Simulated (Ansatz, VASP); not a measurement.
## LiF: VASP beside Ansatz

```
Li F
1.0
     0.00000    2.00393    2.01400
     2.01400    0.00000    2.01400
     2.01400    2.00393    0.00000
Li F
1 1
Direct
  0.00000 0.00000 0.00000
  0.50000 0.50000 0.50000
```

Change from the starting cell: strain -0.0050 x Voigt [0, 1, 0, 0, 0, 0], atoms carried along.

Alike in both runs: task single point; functional r2SCAN; k mesh 10 × 10 × 10; occupations gaussian, width 0.05 eV; no spin polarisation.

|  | VASP | Ansatz |
| --- | --- | --- |
| version | VASP 6.6.1 | Ansatz 0.2.0 |
| potentials or method | VASP PAW PBE potentials, release 64 (Li_sv, F), cutoff 520 eV | scalar-relativistic, plane waves, PAW |
| valence electrons in the cell | 10 | 10 |

Ansatz gave:

- gap on the k mesh at the Fermi level (eV): 10.10
- least direct gap on the mesh (eV): 10.10

Which values does VASP return?

gap on the k mesh at the Fermi level (eV): 10.32; least direct gap on the mesh (eV): 10.32.

VASP's potentials were made for PBE, not for r2SCAN.

Noted on VASP's run: the cutoff is short for stress, so the pressure is rough.
